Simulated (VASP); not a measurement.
# SrTiO3 (Tausonite) (Pm-3m) in VASP: further runs

The runs below take SrTiO3 (Tausonite) through single point, relaxation of cell and atoms, with PBEsol.

Everything below comes from runs of VASP 6.6.1. Logs are shortened: lines on timing, memory, paths and dates and some standing lists are left out, and cuts for length are marked.

## Step 1: The cell of the first run

It takes space group Pm-3m (No. 221, cubic). Conventional cell: a = 3.876 Å, b = 3.876 Å, c = 3.876 Å, α = 90.00°, β = 90.00°, γ = 90.00°. Within 3.6 Å of Sr (site symmetry m-3m) lie 12 O at 2.74 Å and 8 Ti at 3.36 Å. Ti (site symmetry m-3m) has 6 O at 1.94 Å within 2.6 Å. Within 2.6 Å of O (site symmetry 4/mmm) lie 2 Ti at 1.94 Å.

## Step 2: Single point, PBEsol

The input, INCAR:

```
SYSTEM = SrTiO3
PREC = Accurate
ENCUT = 520
EDIFF = 1E-6
ISMEAR = 0
SIGMA = 0.02
LREAL = .FALSE.
LASPH = .TRUE.
NELM = 80
ALGO = Normal
ISIF = 2
LWAVE = .FALSE.
LCHARG = .TRUE.
GGA = PS
LELF = .TRUE.
LVHAR = .TRUE.
NBANDS = 28
```

The input, KPOINTS:

```
regular mesh
0
G
  8 8 8
  0 0 0
```

The input, POSCAR:

```
SrTiO3
1.0
    3.8755096039      0.0000000000      0.0000000000
    0.0000000000      3.8755096039      0.0000000000
    0.0000000000      0.0000000000      3.8755096039
Sr Ti O
1 1 3
Direct
    0.5000000000      0.5000000000      0.5000000000
    0.0000000000      0.0000000000      0.0000000000
    0.5000000000      0.0000000000      0.0000000000
    0.0000000000      0.5000000000      0.0000000000
    0.0000000000      0.0000000000      0.5000000000
```

Potentials or basis: VASP PAW PBE potentials, release 64 (Sr_sv, Ti_sv, O).

Launch:

```
cat potpaw_PBE.64/Sr_sv/POTCAR potpaw_PBE.64/Ti_sv/POTCAR potpaw_PBE.64/O/POTCAR > POTCAR
mpirun -np 1 vasp_std > vasp.out
```

OUTCAR:

```text
SYSTEM = SrTiO3
   PREC = Accurate
   ENCUT = 520
   EDIFF = 1E-6
   ISMEAR = 0
   LREAL = .FALSE.
   LASPH = .TRUE.
   NELM = 80
   ISIF = 2
   GGA = PS

 ion  position               nearest neighbor table
   1  0.500  0.500  0.500-   3 2.74   4 2.74   5 2.74   3 2.74   4 2.74   3 2.74   5 2.74   3 2.74
                             4 2.74   5 2.74   4 2.74   5 2.74   2 3.36   2 3.36   2 3.36   2 3.36
   2  0.000  0.000  0.000-   3 1.94   4 1.94   5 1.94   5 1.94   4 1.94   3 1.94   1 3.36   1 3.36
                             1 3.36   1 3.36   1 3.36   1 3.36   1 3.36   1 3.36
   3  0.500  0.000  0.000-   2 1.94   2 1.94   1 2.74   1 2.74   1 2.74   1 2.74
   4  0.000  0.500  0.000-   2 1.94   2 1.94   1 2.74   1 2.74   1 2.74   1 2.74
   5  0.000  0.000  0.500-   2 1.94   2 1.94   1 2.74   1 2.74   1 2.74   1 2.74

  LATTYP: Found a simple cubic cell.
 ALAT       =     3.8755096039

  Lattice vectors:

 A1 = (   3.8755096039,   0.0000000000,   0.0000000000)
 A2 = (   0.0000000000,   3.8755096039,   0.0000000000)
 A3 = (   0.0000000000,   0.0000000000,   3.8755096039)

Analysis of symmetry for initial positions (statically):
=====================================================================
 Subroutine PRICEL returns:
 Original cell was already a primitive cell.

 Routine SETGRP: Setting up the symmetry group for a
 simple cubic supercell.

 Subroutine GETGRP returns: Found 48 space group operations
[... 9 lines left out ...]

 Routine SETGRP: Setting up the symmetry group for a
 simple cubic supercell.

 Subroutine GETGRP returns: Found 48 space group operations
[... 11 lines left out ...]
                                     Primitive cell

  volume of cell :      58.2085

  direct lattice vectors                    reciprocal lattice vectors
     3.875509604  0.000000000  0.000000000     0.258030582  0.000000000  0.000000000
     0.000000000  3.875509604  0.000000000     0.000000000  0.258030582  0.000000000
     0.000000000  0.000000000  3.875509604     0.000000000  0.000000000  0.258030582

  length of vectors
     3.875509604  3.875509604  3.875509604     0.258030582  0.258030582  0.258030582

  position of ions in fractional coordinates (direct lattice)
     0.500000000  0.500000000  0.500000000
     0.000000000  0.000000000  0.000000000
     0.500000000  0.000000000  0.000000000
     0.000000000  0.500000000  0.000000000
     0.000000000  0.000000000  0.500000000

  ion indices of the primitive-cell ions
   primitive index   ion index
                 1           1
                 2           2
                 3           3
                 4           4
                 5           5

----------------------------------------------------------------------------------------

 KPOINTS: regular mesh

Automatic generation of k-mesh.
 Grid dimensions read from file:
 generate k-points for:    8    8    8

 Generating k-lattice:

  Cartesian coordinates                     Fractional coordinates (reciprocal lattice)
     0.032253823  0.000000000  0.000000000     0.125000000  0.000000000  0.000000000
     0.000000000  0.032253823  0.000000000     0.000000000  0.125000000  0.000000000
     0.000000000  0.000000000  0.032253823     0.000000000  0.000000000  0.125000000

  Length of vectors
     0.032253823  0.032253823  0.032253823

  Shift w.r.t. Gamma in fractional coordinates (k-lattice)
     0.000000000  0.000000000  0.000000000

 Subroutine IBZKPT returns following result:
 ===========================================

 Found     35 irreducible k-points:

 Following reciprocal coordinates:
            Coordinates               Weight
  0.000000  0.000000  0.000000      1.000000
  0.125000  0.000000  0.000000      6.000000
  0.250000  0.000000  0.000000      6.000000
  0.375000  0.000000  0.000000      6.000000
  0.500000  0.000000  0.000000      3.000000
  0.125000  0.125000  0.000000     12.000000
[... 16 lines left out ...]
  0.375000  0.375000  0.125000     24.000000
  0.500000  0.375000  0.125000     24.000000
 [... further k-points ...]
   k-points           NKPTS =     35   k-points in BZ     NKDIM =     35   number of bands    NBANDS=     28
   number of dos      NEDOS =    301   number of ions     NIONS =      5
   total plane-waves  NPLWV =  27000
   dimension x,y,z NGX =    30 NGY =   30 NGZ =   30
   dimension x,y,z NGXF=    60 NGYF=   60 NGZF=   60
   ions per type =               1   1   3
   NGX,Y,Z   is equivalent  to a cutoff of  12.87, 12.87, 12.87 a.u.
   NGXF,Y,Z  is equivalent  to a cutoff of  25.74, 25.74, 25.74 a.u.
 SYSTEM =  SrTiO3
   PREC   = accura    normal or accurate (medium, high low for compatibility)
   ISTART =      0    job   : 0-new  1-cont  2-samecut
   ICHARG =      2    charge: 1-file 2-atom 10-const
   ISPIN  =      1    spin polarized calculation?
   LNONCOLLINEAR =      F non collinear calculations
   LSORBIT =      F    spin-orbit coupling
   LASPH  =      T    aspherical Exc in radial PAW
   ENCUT  =  520.0 eV  38.22 Ry    6.18 a.u.   7.21  7.21  7.21*2*pi/ulx,y,z
   NELM   =     80;   NELMIN=  2; NELMDL= -5     # of ELM steps
   EDIFF  = 0.1E-05   stopping-criterion for ELM
   LREAL  =      F    real-space projection
   EDIFFG = 0.1E-04   stopping-criterion for IOM
   NSW    =      0    number of steps for IOM
   IBRION =     -1    ionic relax: 0-MD 1-quasi-New 2-CG
   NFREE  =      0    steps in history (QN), initial steepest desc. (CG)
   ISIF   =      2    stress and relaxation
   ISYM   =      2    0-nonsym 1-usesym 2-fastsym
   POTIM  = 0.5000    time-step for ionic-motion
   TEBEG  =    0.0;   TEEND  =   0.0 temperature during run
   PSTRESS=    0.0 pullay stress
   NELECT =      40.0000    total number of electrons
   NUPDOWN=      -1.0000    fix difference up-down
   EMIN   =  10.00;   EMAX   =-10.00  energy-range for DOS
   EFERMI =   0.00;   METHOD = LEGACY
   ISMEAR =     0;   SIGMA  =   0.02  broadening in eV -4-tet -1-fermi 0-gaus
   EFERMI_NEDOS =   21; number of points for ismear=-14 and -15
   IALGO  =     38    algorithm
   IMIX   =      4    mixing-type and parameters
     AMIX     =   0.40;   BMIX     =  1.00
     AMIX_MAG =   1.60;   BMIX_MAG =  1.00
  volume/ion in A,a.u.               =      11.64        78.56
  Fermi-wavevector in a.u.,A,eV,Ry     =   1.444661  2.730014 28.395985  2.087046
  Thomas-Fermi vector in A             =   2.562931
   LORBIT       =      0    0 simple, 1 ext, 2 COOP (PROOUT), +10 PAW based schemes
   GGA     = PS    functional components
   LHFCALC =     F    Hartree Fock is set to
   AEXX    =    0.0000 exact exchange contribution
   IVDW    =     0    specifies the selected vdW correction
   LEPSILON=     F    determine dielectric tensor
   LRPA    =     F    only Hartree local field effects (RPA)
 non-spin polarized calculation
 Gauss-broadening in eV      SIGMA  =   0.02
  energy-cutoff  :      520.00
  volume of cell :       58.21
 maximum number of plane-waves:      1596
 NGX is ok and might be reduce to    30
   NGX = 15   NGY = 15   NGZ = 15

 number of electron      40.0000021 magnetization

 Free energy of the ion-electron system (eV)
  ---------------------------------------------------
  ext. energy  EPLUGINS =         0.00000000
  ---------------------------------------------------
  free energy    TOTEN  =       -42.00672434 eV

  energy without entropy =      -42.00672434  energy(sigma->0) =      -42.00672434

 E-fermi :   4.4659     XC(G=0): -11.6614

 val. band max:        4.2141744061   @ k =   0.5000   0.5000   0.5000
 cond. band min:       6.0544834790   @ k =   0.0000   0.0000   0.0000
 fundamental gap:      1.8403090729
 Fermi energy:         4.4659015894

 k-point     1 :       0.0000    0.0000    0.0000
  band No.  band energies     occupation
      1     -51.8922      2.00000
      2     -28.3639      2.00000
      3     -28.2703      2.00000
      4     -28.2703      2.00000
      5     -28.2703      2.00000
      6     -13.2288      2.00000
[... 20 lines left out ...]
     27       9.5157      0.00000
     28      10.4362      0.00000

 k-point     2 :       0.1250    0.0000    0.0000
  band No.  band energies     occupation
      1     -51.8920      2.00000
      2     -28.3841      2.00000
      3     -28.2698      2.00000
      4     -28.2698      2.00000
      5     -28.2580      2.00000
      6     -13.2362      2.00000
[... 20 lines left out ...]
     27       9.8059      0.00000
     28      10.8182      0.00000

 k-point     3 :       0.2500    0.0000    0.0000
  band No.  band energies     occupation
      1     -51.8913      2.00000
      2     -28.4241      2.00000
      3     -28.2686      2.00000
      4     -28.2686      2.00000
      5     -28.2368      2.00000
      6     -13.3083      2.00000
[... 20 lines left out ...]
     27      10.5064      0.00000
     28      11.8509      0.00000

 k-point     4 :       0.3750    0.0000    0.0000
  band No.  band energies     occupation
      1     -51.8907      2.00000
      2     -28.4591      2.00000
      3     -28.2674      2.00000
      4     -28.2674      2.00000
      5     -28.2204      2.00000
      6     -13.4233      2.00000
[... 20 lines left out ...]
     27      11.2981      0.00000
     28      12.3135      0.00000

 k-point     5 :       0.5000    0.0000    0.0000
  band No.  band energies     occupation
      1     -51.8904      2.00000
      2     -28.4728      2.00000
      3     -28.2669      2.00000
      4     -28.2669      2.00000
      5     -28.2143      2.00000
      6     -13.4756      2.00000
[... 20 lines left out ...]
     27      11.6572      0.00000
     28      12.2521      0.00000

 k-point     6 :       0.1250    0.1250    0.0000
  band No.  band energies     occupation
      1     -51.8917      2.00000
      2     -28.3936      2.00000
      3     -28.2820      2.00000
      4     -28.2693      2.00000
      5     -28.2440      2.00000
      6     -13.2244      2.00000
[... 463 lines left out ...]
      5     -28.2415      2.00000
      6     -13.0366      2.00000
[... 20 lines left out ...]
     27      12.1726      0.00000
     28      12.5510      0.00000

 k-point    22 :       0.5000    0.2500    0.1250
  band No.  band energies     occupation
      1     -51.8892      2.00000
      2     -28.4215      2.00000
      3     -28.3078      2.00000
      4     -28.2774      2.00000
      5     -28.2503      2.00000
      6     -13.0403      2.00000
[... 20 lines left out ...]
     27      12.3947      0.00000
     28      12.7134      0.00000

 k-point    23 :       0.3750    0.3750    0.1250
  band No.  band energies     occupation
      1     -51.8889      2.00000
      2     -28.3882      2.00000
      3     -28.3372      2.00000
      4     -28.2789      2.00000
      5     -28.2642      2.00000
      6     -12.8017      2.00000
[... 20 lines left out ...]
     27      12.4801      0.00000
     28      12.9322      0.00000

 k-point    24 :       0.5000    0.3750    0.1250
  band No.  band energies     occupation
      1     -51.8886      2.00000
      2     -28.3806      2.00000
      3     -28.3368      2.00000
      4     -28.2827      2.00000
      5     -28.2762      2.00000
      6     -12.7088      2.00000
[... 20 lines left out ...]
     27      12.6048      0.00000
     28      13.0444      0.00000

 [... further k-points ...]

------------------------ aborting loop because EDIFF is reached ----------------------------------------

  FORCE on cell =-STRESS in cart. coord.  units (eV):
  Direction    XX          YY          ZZ          XY          YZ          ZX
  --------------------------------------------------------------------------------------
  -------------------------------------------------------------------------------------
  Total        1.0900571      1.0900571      1.0900571      0.0000000      0.0000000     -0.0000000
  in kB       30.0035995     30.0035995     30.0035995      0.0000000      0.0000000     -0.0000000
  external PRESSURE =      30.0035995 kB  Pullay stress =       0.0000000 kB

 VOLUME and BASIS-vectors are now :
 -----------------------------------------------------------------------------
  energy-cutoff  :      520.00
  volume of cell :       58.21
      direct lattice vectors                 reciprocal lattice vectors
     3.875509604  0.000000000  0.000000000     0.258030582  0.000000000  0.000000000
     0.000000000  3.875509604  0.000000000     0.000000000  0.258030582  0.000000000
     0.000000000  0.000000000  3.875509604     0.000000000  0.000000000  0.258030582

 POSITION                                       TOTAL-FORCE (eV/Angst)
 -----------------------------------------------------------------------------------
      1.93775      1.93775      1.93775         0.000000      0.000000      0.000000
      0.00000      0.00000      0.00000         0.000000      0.000000      0.000000
      1.93775      0.00000      0.00000         0.000000      0.000000      0.000000
      0.00000      1.93775      0.00000         0.000000      0.000000      0.000000
      0.00000      0.00000      1.93775         0.000000      0.000000      0.000000
 -----------------------------------------------------------------------------------
    total drift:                                0.000000     -0.000000      0.000000

  FREE ENERGIE OF THE ION-ELECTRON SYSTEM (eV)
  ---------------------------------------------------
  free  energy   TOTEN  =       -42.0067243396 eV

  energy  without entropy=      -42.0067243396  energy(sigma->0) =      -42.00672434
```

Run time: 51 s. Hardware: 1 thread of Intel Xeon Platinum 8488C (Sapphire Rapids), shared host; peak memory 0.2 GiB.

Results:

```
Free energy            : -42.0067 eV
Pressure               : 3.0 GPa
Band gap on the k mesh : 1.84 eV, indirect (least direct gap 2.18 eV)
```

Caveat: the PAW data sets were made with another functional, which shifts forces and pressure a little. A k mesh can miss the band edges.

## Step 3: Relaxation of cell and atoms, PBEsol, target pressure 2.3 GPa, at which the enthalpy is minimised

This run uses another cell than the first one, of 11.91 Å³/atom, 1.023 times its volume.

The input, INCAR:

```
SYSTEM = SrTiO3
  ALGO = Normal
  EDIFF = 1E-7
  EDIFFG = -0.05
  ENCUT = 600
  GGA = PS
  IBRION = 2
  ISIF = 3
  ISMEAR = 0
  LASPH = .TRUE.
  LCHARG = .FALSE.
  LREAL = .FALSE.
  LWAVE = .FALSE.
  NELM = 80
  NSW = 80
  PREC = Accurate
  PSTRESS = 23.0
  SIGMA = 0.1
```

The input, KPOINTS:

```
k-points
0
G
  6 6 6
  0 0 0
```

Changes to POSCAR since step 2:

```diff
@@ -2,5 +2,5 @@
 1.0
-    3.8755096039      0.0000000000      0.0000000000
-    0.0000000000      3.8755096039      0.0000000000
-    0.0000000000      0.0000000000      3.8755096039
+    3.9052800000      0.0000000000      0.0000000000
+    0.0000000000      3.9052800000      0.0000000000
+    0.0000000000      0.0000000000      3.9052800000
 Sr Ti O
```

Potentials or basis: VASP PAW PBE potentials, release 64 (Sr_sv, Ti_sv, O).

Launch:

```
cat potpaw_PBE.64/Sr_sv/POTCAR potpaw_PBE.64/Ti_sv/POTCAR potpaw_PBE.64/O/POTCAR > POTCAR
mpirun -np 1 vasp_std > vasp.out
```

Run time: 57 s. Hardware: 1 thread of Intel Xeon Platinum 8488C (Sapphire Rapids), shared host; peak memory 0.2 GiB.

Results (log left out):

* Free energy: -42.0177 eV
* Relaxed volume: 11.67 Å³/atom
* Relaxed cell: a = 3.879 Å, b = 3.879 Å, c = 3.879 Å, α = 90.00°, β = 90.00°, γ = 90.00°
* Space group after relaxing (to 0.05 Å): Pm-3m (No. 221)
* Energy change on relaxing (the enthalpy is what falls): +0.5 meV/atom
* Ionic steps: 3
* Pressure after relaxing: 2.3 GPa
* Band gap on the k mesh: 1.84 eV, indirect (least direct gap 2.18 eV)

The path:
| step | energy change (eV) | largest force (eV/Å) | pressure (GPa) | volume (Å³) |
| --- | --- | --- | --- | --- |
| 1 | 0.0000 | 0.0000 | -1.48 | 59.56 |
| 2 | 0.0353 | 0.0000 | 6.51 | 57.17 |
| 3 | 0.0027 | 0.0000 | 2.29 | 58.37 |

Final structure:
```
Sr Ti O
1.0
     3.87904    0.00000    0.00000
     0.00000    3.87904    0.00000
     0.00000    0.00000    3.87904
Sr Ti O
1 1 3
Cartesian
  1.9395 1.9395 1.9395
  0.0000 0.0000 0.0000
  1.9395 0.0000 0.0000
  0.0000 1.9395 0.0000
  0.0000 0.0000 1.9395
```

Levels at points of the mesh, in eV from the valence-band top:
```tsv
k point	band 16	band 17	band 18	band 19	band 20	band 21	band 22	band 23	band 24
(0.00, 0.00, 0.00)	-1.22	-1.22	-0.35	-0.35	-0.35	1.84	1.84	1.84	4.47
(0.50, 0.00, 0.00)	-2.44	-2.44	-2.10	-0.74	-0.74	2.02	3.88	3.88	4.50
(0.50, 0.50, 0.00)	-2.99	-1.73	-1.61	-1.61	-0.10	3.89	3.89	4.35	5.49
(0.50, 0.50, 0.50)	-3.84	-3.84	0.00	0.00	0.00	4.59	4.59	4.59	6.94
```

Caveat: the cell is relaxed towards a set pressure, so the enthalpy falls and the energy may rise; the PAW data sets were made with another functional, which shifts forces and pressure a little.

## Step 4: Relaxation of cell and atoms, PBEsol, target pressure 2.3 GPa, at which the enthalpy is minimised

The input, INCAR:

```
PREC = Accurate ; ENCUT = 600
EDIFF = 1E-6 ; ISMEAR = 0
SIGMA = 0.01 ; LREAL = False
LASPH = True ; NELM = 80
ALGO = Normal ; ISIF = 3
LWAVE = False ; LCHARG = False
GGA = PS ; IBRION = 2
NSW = 80 ; EDIFFG = -0.002
PSTRESS = 23.0
```

The input, KPOINTS:

```
Automatic mesh
0
Gamma
  8 8 8
```

Changes to POSCAR since step 3:

```diff
@@ -2,5 +2,5 @@
 1.0
-    3.9052800000      0.0000000000      0.0000000000
-    0.0000000000      3.9052800000      0.0000000000
-    0.0000000000      0.0000000000      3.9052800000
+    3.8755096039      0.0000000000      0.0000000000
+    0.0000000000      3.8755096039      0.0000000000
+    0.0000000000      0.0000000000      3.8755096039
 Sr Ti O
```

Launch:

```
cat potpaw_PBE.64/Sr_sv/POTCAR potpaw_PBE.64/Ti_sv/POTCAR potpaw_PBE.64/O/POTCAR > POTCAR
mpirun -np 1 vasp_std > vasp.out
```

Run time: 61 s. Hardware: 1 thread of Intel Xeon Platinum 8488C (Sapphire Rapids), shared host; peak memory 0.22 GiB.

It converged, with:

* Free energy: -42.0154 eV
* Relaxed volume: 11.67 Å³/atom
* Relaxed cell: a = 3.879 Å, b = 3.879 Å, c = 3.879 Å, α = 90.00°, β = 90.00°, γ = 90.00°
* Space group after relaxing (to 0.05 Å): Pm-3m (No. 221)
* Energy change on relaxing (the enthalpy is what falls): -0.5 meV/atom
* Ionic steps: 3
* Pressure after relaxing: 2.3 GPa
* Band gap on the k mesh: 1.84 eV, indirect (least direct gap 2.18 eV)

The path:
| step | energy change (eV) | largest force (eV/Å) | pressure (GPa) | volume (Å³) |
| --- | --- | --- | --- | --- |
| 1 | 0.0000 | 0.0000 | 2.80 | 58.21 |
| 2 | -0.0045 | 0.0000 | 1.83 | 58.51 |
| 3 | -0.0026 | 0.0000 | 2.29 | 58.37 |

Final structure:
```xyz
5
Lattice="3.8792 0.0000 0.0000 0.0000 3.8792 0.0000 0.0000 0.0000 3.8792" Properties=species:S:1:pos:R:3 pbc="T T T"
Sr    1.9396    1.9396    1.9396
Ti    0.0000    0.0000    0.0000
O     1.9396    0.0000    0.0000
O     0.0000    1.9396    0.0000
O     0.0000    0.0000    1.9396
```

Levels at points of the mesh, in eV from the valence-band top:
| k point | band 17 | band 18 | band 19 | band 20 | band 21 | band 22 | band 23 | band 24 |
| --- | --- | --- | --- | --- | --- | --- | --- | --- |
| (0.00, 0.00, 0.00) | -1.22 | -0.35 | -0.35 | -0.35 | 1.84 | 1.84 | 1.84 | 4.47 |
| (0.50, 0.00, 0.00) | -2.44 | -2.10 | -0.74 | -0.74 | 2.02 | 3.88 | 3.88 | 4.50 |
| (0.50, 0.50, 0.00) | -1.73 | -1.61 | -1.61 | -0.10 | 3.89 | 3.89 | 4.35 | 5.49 |
| (0.50, 0.50, 0.50) | -3.84 | 0.00 | 0.00 | 0.00 | 4.59 | 4.59 | 4.59 | 6.94 |

Caveat: the cell is relaxed towards a set pressure, so the enthalpy falls and the energy may rise; the PAW data sets were made with another functional, which shifts forces and pressure a little. A k mesh can miss the band edges.

## Step 5: The runs side by side

```csv
task,cell,k mesh,cutoff (eV),smearing,gap on the mesh (eV),pressure (GPa)
single point,"a = 3.876 Å, 5 atoms",8 × 8 × 8,520,gaussian 0.02 eV,1.84,3.0
relaxation of cell and atoms,"relaxed to 2.3 GPa from a = 3.905 Å, 5 atoms",6 × 6 × 6,600,gaussian 0.1 eV,1.84,2.3
relaxation of cell and atoms,"relaxed to 2.3 GPa from a = 3.876 Å, 5 atoms",8 × 8 × 8,600,gaussian 0.01 eV,1.84,2.3
```

Alike in all rows: level PBEsol; potentials or basis VASP PAW PBE potentials, release 64 (Sr_sv, Ti_sv, O); no spin polarisation.

Caveats: the PAW data sets were made with another functional, which shifts forces and pressure a little; the cell is relaxed towards a set pressure, so the enthalpy falls and the energy may rise (some runs).

Absolute energies hang on the potentials; compare differences alone.
